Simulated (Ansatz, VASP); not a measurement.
# Two plane-wave programs on Pb

The input POSCAR:

```
Pb
1.0
    0.0000000000      2.3157527213      2.3157527213
    2.3157527213      0.0000000000      2.3157527213
    2.3157527213      2.3157527213      0.0000000000
Pb
1
Direct
    0.0000000000      0.0000000000      0.0000000000
```

The input INCAR.step1:

```
SYSTEM = Pb
  ALGO = Normal
  EDIFF = 1E-4
  ENCUT = 520
  GGA = PE
  ISMEAR = 0
  LASPH = .True.
  LCHARG = .False.
  LREAL = .False.
  LWAVE = .True.
  NBANDS = 13
  NELM = 100
  PREC = Accurate
  SIGMA = 0.05
```

File INCAR.step2:

```
SYSTEM = Pb
  ALGO = Normal
  EDIFF = 1E-6
  ENCUT = 520
  ISIF = 2
  ISMEAR = 0
  ISTART = 1
  LASPH = .True.
  LCHARG = .False.
  LMIXTAU = .True.
  LREAL = .False.
  LWAVE = .False.
  METAGGA = R2SCAN
  NBANDS = 13
  NELM = 100
  PREC = Accurate
  SIGMA = 0.05
```

The input KPOINTS:

```
k-points
0
Gamma
  16 16 16
  0 0 0
```

Input for Ansatz:

```yaml
crystal:
  lattice:
    - [0.0, 2.3157527213, 2.3157527213]
    - [2.3157527213, 0.0, 2.3157527213]
    - [2.3157527213, 2.3157527213, 0.0]
  atoms:
    - { symbol: Pb, position: [0.0, 0.0, 0.0] }
basis:
  ecutwfc: 500
  ecutrho_ratio: 4
kpoints:
  mp_grid: { grid: [16, 16, 16] }
hamiltonian:
  xc: r2scan
scf:
  occupations: { method: gaussian, width: 0.05 }
output:
  forces: true
  stress: true
  eigenvalues: true
```

Alike in both runs: task single point; functional r2SCAN; k mesh 16 × 16 × 16; occupations gaussian, width 0.05 eV; no spin polarisation.

|  | VASP | Ansatz |
| --- | --- | --- |
| version | VASP 6.6.1 | Ansatz 0.2.0 |
| potentials or method | VASP PAW PBE potentials, release 64 (Pb_d), cutoff 520 eV | scalar-relativistic, plane waves, PAW |
| valence electrons in the cell | 14 | 14 |

```csv
,VASP,Ansatz,Ansatz less VASP
gap on the k mesh at the Fermi level (eV),none,none,-
pressure (GPa),17.5,17.5,-0.08
```

VASP's potentials were made for PBE, not for r2SCAN. A gap of «none» marks a metal or a gap that the smearing closes. The functional is the same, so the differences come from potentials, cutoffs and numerics.

Neither program's run includes spin-orbit coupling.
